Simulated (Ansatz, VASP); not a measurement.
This is a calculation of Sn for Ansatz 0.2.0.

input.yaml

```yaml
crystal:
  lattice:
    - [-1.8559746029, 1.8559746029, 1.8559746029]
    - [1.8559746029, -1.8559746029, 1.8559746029]
    - [1.8559746029, 1.8559746029, -1.8559746029]
  atoms:
    - { symbol: Sn, position: [0.0, 0.0, 0.0] }
kpoints:
  mp_grid: { grid: [10, 10, 10] }
scf:
  occupations: { method: fermi_dirac, width: 0.05 }
hamiltonian:
  xc: lda
  pseudopotentials: { kind: all_electron, lapw: { basis_error: 0.001 } }
output:
  forces: true
  stress: true
  eigenvalues: true
```

Potentials or basis: all-electron LAPW, scalar-relativistic.

The run is started by

```bash
$ ansatz run input.yaml --threads 1 --pin off --max-ram 3072MiB --backend cpu --events-out ev --progress --plain --runs-dir out
```

Question: Set up the same calculation for VASP 6.6.1. Potentials there: VASP PAW LDA potentials, release 64 (Sn_d).

Answer: As run (the cutoff follows the program's own potentials):

INCAR

```
SYSTEM = Sn
PREC     = Accurate       ! precision mode
ENCUT    = 520            ! plane-wave cutoff, eV
EDIFF    = 1E-7           ! SCF threshold, eV
ISMEAR   = -1             ! smearing method
SIGMA    = 0.05           ! smearing width, eV
LREAL    = .FALSE.        ! projectors in reciprocal space
LASPH    = .TRUE.         ! aspherical terms in the spheres
NELM     = 100            ! most SCF steps
ALGO     = Normal         ! electronic algorithm
ISIF     = 2              ! what is computed and relaxed
LWAVE    = .FALSE.        ! write WAVECAR
LCHARG   = .TRUE.         ! write CHGCAR
LELF     = .TRUE.         ! ELF
LVHAR    = .TRUE.       
NBANDS   = 13             ! bands
```

Contents of KPOINTS:

```
regular mesh
0
G
  10 10 10
  0 0 0
```

Contents of POSCAR:

```
Sn
1.0
   -1.8559746029      1.8559746029      1.8559746029
    1.8559746029     -1.8559746029      1.8559746029
    1.8559746029      1.8559746029     -1.8559746029
Sn
1
Direct
    0.0000000000      0.0000000000      0.0000000000
```

Potentials or basis: VASP PAW LDA potentials, release 64 (Sn_d).

Command:

```console
$ cat potpaw_LDA.64/Sn_d/POTCAR > POTCAR
$ mpirun -np 1 vasp_std > vasp.out
```

Both were run:

|  | VASP | Ansatz | Ansatz less VASP |
| --- | --- | --- | --- |
| gap on the k mesh at the Fermi level (eV) | none | none | - |
| pressure (GPa) | -0.6 | -0.5 | +0.04 |

LDA's correlation is that of Perdew and Zunger in VASP and of Perdew and Wang (1992) in Ansatz. A gap of «none» marks a metal or a gap that the smearing closes. Ansatz ran all-electron here, and VASP with PAW potentials.
